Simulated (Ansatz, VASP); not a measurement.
One calculation of AlNi3, two programs

```xyz
4
Lattice="3.5543 0.0000 0.0000 0.0000 3.5543 0.0000 0.0000 0.0000 3.5543" Properties=species:S:1:pos:R:3 pbc="T T T"
Al    0.0000    0.0000    0.0000
Ni    0.0000    1.7771    1.7771
Ni    1.7771    0.0000    1.7771
Ni    1.7771    1.7771    0.0000
```

Alike in both runs: task relaxation of cell and atoms; functional PBE; k mesh 12 × 12 × 12; occupations gaussian, width 0.1 eV; collinear spin.

|  | VASP | Ansatz |
| --- | --- | --- |
| version | VASP 6.6.1 | Ansatz 0.2.0 |
| potentials or method | VASP PAW PBE potentials, release 64 (Al, Ni), cutoff 600 eV | scalar-relativistic, plane waves, PAW |
| valence electrons in the cell | 33 | 57 |

|  | VASP | Ansatz | Ansatz less VASP |
| --- | --- | --- | --- |
| gap on the k mesh at the Fermi level, each at its own relaxed structure (eV) | none | none | - |
| net moment per atom (μB) | 0.18 | 0.19 | +0.008 |
| size of the moment on the site where the two differ most (μB) | 0.25 | 0.28 | +0.022 |
| relaxed volume (Å³/atom) | 11.34 | 11.34 | +0.002 |
| relaxed length of the cell vector where the two differ most in proportion (Å) | 3.566 | 3.567 | +0.0003 |

Site moments also hang on the region over which each program counts them. A gap of «none» marks a metal or a gap that the smearing closes. VASP's potentials hold 33 valence electrons a cell and Ansatz's 57, so a difference there can come from the potentials and not from the codes.
